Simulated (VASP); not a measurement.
## P: single point with PBE

System: P, a slab with vacuum.

```
P
1.0
     3.40221    0.00000    0.00000
     0.00000   35.90885    0.00000
     0.00000    0.00000    4.77402
P
4
Direct
  0.00000 0.97109 0.59494
  0.00000 0.02891 0.40506
  0.50000 0.02891 0.09494
  0.50000 0.97109 0.90506
```

```yaml
Program: VASP 6.6.1
Task: single point
Functional: PBE
Potentials_or_basis: VASP PAW PBE potentials, release 64 (P)
Cutoff: 520 eV
k_mesh: 8 × 1 × 6
Occupations: gaussian, width 0.02 eV
Spin: no spin polarisation
```

| Property | Result |
| --- | --- |
| Largest force | 0.042 eV/Å |
| Band gap on the k mesh | 1.20 eV |

Forces on the atoms (eV/Å):
```
P    0.000  0.034  0.025
P    0.000 -0.034 -0.025
P    0.000 -0.034  0.025
P    0.000  0.034 -0.025
```

Levels at points of the mesh, in eV from the valence-band top:
```csv
k point,band 6,band 7,band 8,band 9,band 10,band 11,band 12,band 13,band 14,band 15
"(0.00, 0.00, 0.00)",-4.19,-3.51,-1.97,-1.34,0.00,1.20,1.32,2.16,2.88,4.50
"(0.50, 0.00, 0.00)",-4.94,-2.67,-2.67,-1.87,-1.87,1.26,1.26,2.40,2.40,3.89
"(0.00, 0.00, 0.50)",-2.77,-2.68,-2.68,-1.49,-1.49,1.70,1.70,3.47,3.47,3.75
"(0.50, 0.00, 0.50)",-4.78,-4.34,-4.34,-0.98,-0.98,2.35,2.35,3.54,3.54,5.11
```

Run time: 3.4 min on 1 thread of Intel(R) Xeon(R) 6975P-C (Granite Rapids), on a shared host, peak memory 0.66 GiB.

Caveat: there is no dipole correction, which matters where the two faces differ.
